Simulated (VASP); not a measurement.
Here is a VASP 6.6.1 calculation.

Contents of INCAR:

```
SYSTEM = TiH3
  ALGO = Normal
  EDIFF = 1E-6
  ENCUT = 520
  GGA = PE
  ISIF = 2
  ISMEAR = 0
  ISPIN = 2
  LASPH = .True.
  LCHARG = .False.
  LMAXMIX = 4
  LORBIT = 11
  LREAL = .False.
  LWAVE = .False.
  MAGMOM = 1 1 0 0 0 0 0 0
  NBANDS = 29
  NELM = 150
  PREC = Accurate
  SIGMA = 0.1
```

The input KPOINTS:

```
k-points
0
Gamma
  6 6 4
  0 0 0
```

File POSCAR:

```
TiH3
1.0
    3.1654958000      0.0000000000      0.0000000000
   -1.5827479000      2.7413998000      0.0000000000
    0.0000000000      0.0000000000      5.5850786000
Ti H
2 6
Direct
    0.3333333000      0.6666667000      0.2500000000
    0.6666667000      0.3333333000      0.7500000000
    0.3333333000      0.6666667000      0.5939700000
    0.3333333000      0.6666667000      0.9060300000
    0.6666667000      0.3333333000      0.4060300000
    0.6666667000      0.3333333000      0.0939700000
    0.0000000000      0.0000000000      0.2500000000
    0.0000000000      0.0000000000      0.7500000000
```

Potentials or basis: VASP PAW PBE potentials, release 64 (Ti_sv, H).

Command:

```console
$ cat potpaw_PBE.64/Ti_sv/POTCAR potpaw_PBE.64/H/POTCAR > POTCAR
$ mpirun -np 1 vasp_std > vasp.out
```

(1) Estimate the band gap on the k mesh.

(2) What does it give for the net moment?

(3) Estimate the pressure.

Results:

(1) zero (filled and empty bands overlap).

(2) 0.00 μB per cell.

(3) -0.1 GPa.

Caveat: the k points lie up to 0.38 Å⁻¹ apart, too coarse for converged energies and pressures of a metal.
